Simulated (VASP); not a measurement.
# C (R-3m) in VASP: notebook, part 2 of 2

VASP 6.6.1.

## Step 5: Single point, LDA (strain -0.025 along x and y, -0.050 along z)

File INCAR:

```
PREC = Accurate
ENCUT = 520
EDIFF = 1E-6
ISMEAR = 0
SIGMA = 0.05
LREAL = F
LASPH = T
NELM = 60
ALGO = Normal
ISIF = 2
LWAVE = F
LCHARG = F
GGA = CA
NBANDS = 31
```

File KPOINTS:

```
Automatic mesh
0
Gamma
  12 12 12
```

File POSCAR:

```
C
1.0
    1.2145042414      0.7011943507      9.7411837249
   -1.2145042414      0.7011943507      9.7411837249
    0.0000000000     -1.4023887014      9.7411837249
C
10
Direct
    0.0248185525      0.0248185525      0.0248185525
    0.9751814475      0.9751814475      0.9751814475
    0.1086956498      0.1086956498      0.1086956498
    0.8913043502      0.8913043502      0.8913043502
    0.1583656632      0.1583656632      0.1583656632
    0.8416343368      0.8416343368      0.8416343368
    0.3748645769      0.3748645769      0.3748645769
    0.6251354231      0.6251354231      0.6251354231
    0.4253218689      0.4253218689      0.4253218689
    0.5746781311      0.5746781311      0.5746781311
```

Started as:

```
cat potpaw_LDA.64/C/POTCAR > POTCAR
mpirun -np 1 vasp_std > vasp.out
```

Wall time 33 min (1 thread of Intel Xeon 6975P-C (Granite Rapids), shared host); peak memory 0.72 GiB.

Results (log left out):

```yaml
Free_energy: -100.0795 eV
Pressure: 60.1 GPa
Largest_force: 0.365 eV/Å
Band_gap_on_the_k_mesh: 4.50 eV (least direct gap 5.29 eV)
```

Forces in eV/Å, atoms in the order of the input:
```
C    0.000  0.000  0.258
C    0.000  0.000 -0.258
C    0.000  0.000 -0.249
C    0.000  0.000  0.249
C    0.000  0.000  0.365
C    0.000  0.000 -0.365
C    0.000  0.000 -0.250
C    0.000  0.000  0.250
C    0.000  0.000  0.253
C    0.000  0.000 -0.253
```

Stress tensor (GPa, compression positive):
```
45.66  0.00  0.00
 0.00 45.66  0.00
 0.00  0.00 89.00
```

Levels at points of the mesh, in eV from the valence-band top:
```tsv
k point	band 18	band 19	band 20	band 21	band 22	band 23
(0.00, 0.00, 0.00)	-0.23	0.00	0.00	5.29	5.29	6.43
(0.50, 0.00, 0.00)	-5.04	-3.96	-3.18	4.74	4.75	6.73
(0.50, 0.50, 0.00)	-4.52	-3.80	-3.78	4.50	5.51	5.53
(0.50, 0.50, 0.50)	-0.61	-0.55	-0.55	5.90	5.90	6.03
```

Caveat: the cell differs from its parent crystal (strain -0.025 along x and y, -0.050 along z); the cell stands under pressure. A k mesh can miss the band edges.

## Step 6: Single point, LDA (strain -0.050 along x and y, +0.025 along z)

File INCAR:

```
SYSTEM = C
PREC = Accurate
ENCUT = 520
EDIFF = 1E-7
ISMEAR = 0
SIGMA = 0.05
LREAL = .FALSE.
LASPH = .TRUE.
NELM = 80
ALGO = Normal
ISIF = 2
LWAVE = .FALSE.
LCHARG = .FALSE.
GGA = CA
NBANDS = 31
```

File KPOINTS:

```
Automatic mesh
0
G
  12 12 12
  0 0 0
```

Changes to POSCAR since step 5:

```diff
@@ -2,5 +2,5 @@
 1.0
-    1.2145042414      0.7011943507      9.7411837249
-   -1.2145042414      0.7011943507      9.7411837249
-    0.0000000000     -1.4023887014      9.7411837249
+    1.1833631070      0.6832150084     10.5102245453
+   -1.1833631070      0.6832150084     10.5102245453
+    0.0000000000     -1.3664300168     10.5102245453
 C
```

Potentials or basis: VASP PAW LDA potentials, release 64 (C).

Started as:

```
cat potpaw_LDA.64/C/POTCAR > POTCAR
mpirun -np 1 vasp_std > vasp.out
```

OUTCAR:

```text
SYSTEM = C
   PREC = Accurate
   ENCUT = 520
   EDIFF = 1E-7
   ISMEAR = 0
   LREAL = .FALSE.
   LASPH = .TRUE.
   NELM = 80
   ISIF = 2
   GGA = CA

 ion  position               nearest neighbor table
   1  0.025  0.025  0.025-   7 1.46   7 1.46   7 1.46   2 1.57
   2  0.975  0.975  0.975-   8 1.46   8 1.46   8 1.46   1 1.57
   3  0.109  0.109  0.109-   9 1.46   9 1.46   9 1.46   5 1.57
   4  0.891  0.891  0.891-  10 1.46  10 1.46  10 1.46   6 1.57
   5  0.158  0.158  0.158-   6 1.46   6 1.46   6 1.46   3 1.57
   6  0.842  0.842  0.842-   5 1.46   5 1.46   5 1.46   4 1.57
   7  0.375  0.375  0.375-   1 1.46   1 1.46   1 1.46   9 1.59
   8  0.625  0.625  0.625-   2 1.46   2 1.46   2 1.46  10 1.59
   9  0.425  0.425  0.425-   3 1.46   3 1.46   3 1.46   7 1.59
  10  0.575  0.575  0.575-   4 1.46   4 1.46   4 1.46   8 1.59

  LATTYP: Found a trigonal (rhomboedric) cell.
 ALAT       =    10.5986768506
 COS(alpha) =     0.9750676770

  Lattice vectors:

 A1 = (   1.1833631070,   0.6832150084,  10.5102245453)
 A2 = (  -1.1833631070,   0.6832150084,  10.5102245453)
[... 201 lines left out ...]
      1     -11.4868      2.00000
      2     -10.4846      2.00000
      3     -10.3951      2.00000
      4      -7.4910      2.00000
      5      -7.4749      2.00000
      6      -1.5120      2.00000
[... 805 lines left out ...]
     30      23.0954      0.00000
     31      23.2256      0.00000

 [... further k-points ...]

------------------------ aborting loop because EDIFF is reached ----------------------------------------

  FORCE on cell =-STRESS in cart. coord.  units (eV):
  Direction    XX          YY          ZZ          XY          YZ          ZX
  --------------------------------------------------------------------------------------
  -------------------------------------------------------------------------------------
  Total       26.7999820     26.7999820     -8.0948839      0.0000000      0.0000000      0.0000000
  in kB      842.1828932    842.1828932   -254.3797504      0.0000000      0.0000000      0.0000000
  external PRESSURE =     476.6620120 kB  Pullay stress =       0.0000000 kB

 VOLUME and BASIS-vectors are now :
 -----------------------------------------------------------------------------
  energy-cutoff  :      520.00
  volume of cell :       50.98
      direct lattice vectors                 reciprocal lattice vectors
     1.183363107  0.683215008 10.510224545     0.422524580  0.243944680  0.031715149
    -1.183363107  0.683215008 10.510224545    -0.422524580  0.243944680  0.031715149
     0.000000000 -1.366430017 10.510224545     0.000000000 -0.487889360  0.031715149

 POSITION                                       TOTAL-FORCE (eV/Angst)
 -----------------------------------------------------------------------------------
      0.00000      0.00000      0.78255         0.000000     -0.000000     -0.339020
      0.00000      0.00000     30.74813         0.000000      0.000000      0.339020
      0.00000      0.00000      3.42725         0.000000      0.000000      0.330174
      0.00000      0.00000     28.10343         0.000000      0.000000     -0.330174
      0.00000      0.00000      4.99338         0.000000     -0.000000     -0.463313
      0.00000      0.00000     26.53730         0.000000     -0.000000      0.463313
      0.00000      0.00000     11.81973         0.000000     -0.000000      0.450451
      0.00000      0.00000     19.71094         0.000000     -0.000000     -0.450451
      0.00000      0.00000     13.41069         0.000000      0.000000     -0.456017
      0.00000      0.00000     18.11999         0.000000     -0.000000      0.456017
 -----------------------------------------------------------------------------------
    total drift:                                0.000000      0.000000     -0.000000

  FREE ENERGIE OF THE ION-ELECTRON SYSTEM (eV)
  ---------------------------------------------------
  free  energy   TOTEN  =       -99.6909947069 eV

  energy  without entropy=      -99.6909947069  energy(sigma->0) =      -99.69099471
```

stdout:

```text
POSCAR found type information on POSCAR C
 POSCAR found :  1 types and      10 ions
 scaLAPACK will be used
 LDA part: xc-table for (Slater(with rela. corr.)+CA(PZ))
 , standard interpolation
 POSCAR, INCAR and KPOINTS ok, starting setup
 FFT: planning ... GRIDC
 FFT: planning ... GRID_SOFT
 FFT: planning ... GRID
 WAVECAR not read
 entering main loop
```

Run time: 33 min. Hardware: 1 thread of Intel Xeon 6975P-C (Granite Rapids), shared host; peak memory 0.74 GiB.

Results:

| Quantity | Value |
| --- | --- |
| Free energy | -99.6910 eV |
| Pressure | 47.7 GPa |
| Largest force | 0.463 eV/Å |
| Band gap on the k mesh | 3.59 eV |

Forces on the atoms (eV/Å):
```
C    0.000  0.000 -0.339
C    0.000  0.000  0.339
C    0.000  0.000  0.330
C    0.000  0.000 -0.330
C    0.000  0.000 -0.463
C    0.000  0.000  0.463
C    0.000  0.000  0.450
C    0.000  0.000 -0.450
C    0.000  0.000 -0.456
C    0.000  0.000  0.456
```

Caveat: the cell differs from its parent crystal (strain -0.050 along x and y, +0.025 along z); the cell stands under pressure.

## Step 7: Single point, LDA (strain -0.050 along x and y, +0.050 along z)

File INCAR:

```
SYSTEM = C
ALGO = Normal
EDIFF = 1E-7
ENCUT = 520
GGA = CA
ISIF = 2
ISMEAR = 0
LASPH = .TRUE.
LCHARG = .TRUE.
LELF = .TRUE.
LREAL = .FALSE.
LVHAR = .TRUE.
LWAVE = .FALSE.
NBANDS = 31
NELM = 80
PREC = Accurate
SIGMA = 0.05
```

File KPOINTS:

```
k-points
0
G
  12 12 12
  0 0 0
```

Changes to POSCAR since step 6:

```diff
@@ -2,5 +2,5 @@
 1.0
-    1.1833631070      0.6832150084     10.5102245453
-   -1.1833631070      0.6832150084     10.5102245453
-    0.0000000000     -1.3664300168     10.5102245453
+    1.1833631070      0.6832150084     10.7665714855
+   -1.1833631070      0.6832150084     10.7665714855
+    0.0000000000     -1.3664300168     10.7665714855
 C
```

Started as:

```
cat potpaw_LDA.64/C/POTCAR > POTCAR
mpirun -np 1 vasp_std > vasp.out
```

Run time: 50 min. Hardware: 1 thread of Intel Xeon 6975P-C (Granite Rapids), shared host; peak memory 0.76 GiB.

Results (log left out):

| Property | Result |
| --- | --- |
| Free energy | -99.3832 eV |
| Pressure | 35.7 GPa |
| Largest force | 0.304 eV/Å |
| Band gap on the k mesh | 2.83 eV |

Forces on the atoms (eV/Å):
```
C    0.000  0.000 -0.154
C    0.000  0.000  0.154
C    0.000  0.000  0.142
C    0.000  0.000 -0.142
C    0.000  0.000 -0.304
C    0.000  0.000  0.304
C    0.000  0.000  0.255
C    0.000  0.000 -0.255
C    0.000  0.000 -0.263
C    0.000  0.000  0.263
```

Stress tensor (GPa, compression positive):
```
 80.49   0.00   0.00
  0.00  80.49   0.00
  0.00   0.00 -53.80
```

Levels at points of the mesh, in eV from the valence-band top:
```
           k point  band 18  band 19  band 20  band 21  band 22  band 23
(0.00, 0.00, 0.00)    -0.71     0.00     0.00     2.83     6.58     6.58
(0.50, 0.00, 0.00)    -4.68    -4.14    -3.60     4.86     4.89     5.92
(0.50, 0.50, 0.00)    -4.63    -3.94    -3.93     4.12     5.66     6.10
(0.50, 0.50, 0.50)    -0.32    -0.27    -0.27     5.08     5.11     6.93
```

Caveat: the cell differs from its parent crystal (strain -0.050 along x and y, +0.050 along z); the cell stands under pressure. A k mesh can miss the band edges.

## Step 8: Overview

| cell | gap on the mesh (eV) | pressure (GPa) | largest force (eV/Å) |
| --- | --- | --- | --- |
| a = 9.847 Å, angles 14.5°, 10 atoms | 4.01 | 30.2 | 0.63 |
| a = 10.349 Å, angles 13.5°, 10 atoms | 4.80 | 28.2 | 0.21 |
| a = 10.100 Å, angles 14.2°, 10 atoms | 4.34 | 14.6 | 0.22 |
| a = 9.842 Å, angles 14.2°, 10 atoms | 4.50 | 60.1 | 0.37 |
| a = 10.599 Å, angles 12.8°, 10 atoms | 3.59 | 47.7 | 0.46 |
| a = 10.853 Å, angles 12.5°, 10 atoms | 2.83 | 35.7 | 0.30 |

Alike in all rows: task single point; level LDA; potentials or basis VASP PAW LDA potentials, release 64 (C); no spin polarisation; k mesh 12 × 12 × 12; cutoff (eV) 520; smearing gaussian 0.05 eV.

Caveats: the cell stands under pressure.

Absolute energies hang on the potentials; compare differences alone.
